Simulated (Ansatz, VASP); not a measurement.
# Two plane-wave programs on AlN

```
Al N
1.0
     0.00000    2.22342    2.22342
     2.22342    0.00000    2.22342
     2.22342    2.22342    0.00000
Al N
1 1
Direct
  0.00000 0.00000 0.00000
  0.75000 0.75000 0.75000
```

Alike in both runs: task single point; functional PBE; k mesh 10 × 10 × 10; occupations gaussian, width 0.02 eV; no spin polarisation.

|  | VASP | Ansatz |
| --- | --- | --- |
| version | VASP 6.6.1 | Ansatz 0.2.0 |
| potentials or method | VASP PAW PBE potentials, release 64 (Al, N), cutoff 600 eV | scalar-relativistic, plane waves, PAW |
| valence electrons in the cell | 8 | 8 |

|  | VASP | Ansatz | Ansatz less VASP |
| --- | --- | --- | --- |
| gap on the k mesh at the Fermi level (eV) | 3.29 | 3.29 | +0.006 |
| least direct gap on the mesh (eV) | 3.73 | 3.72 | -0.008 |
| pressure (GPa) | -5.8 | -5.4 | +0.41 |

The functional is the same, so the differences come from potentials, cutoffs and numerics.
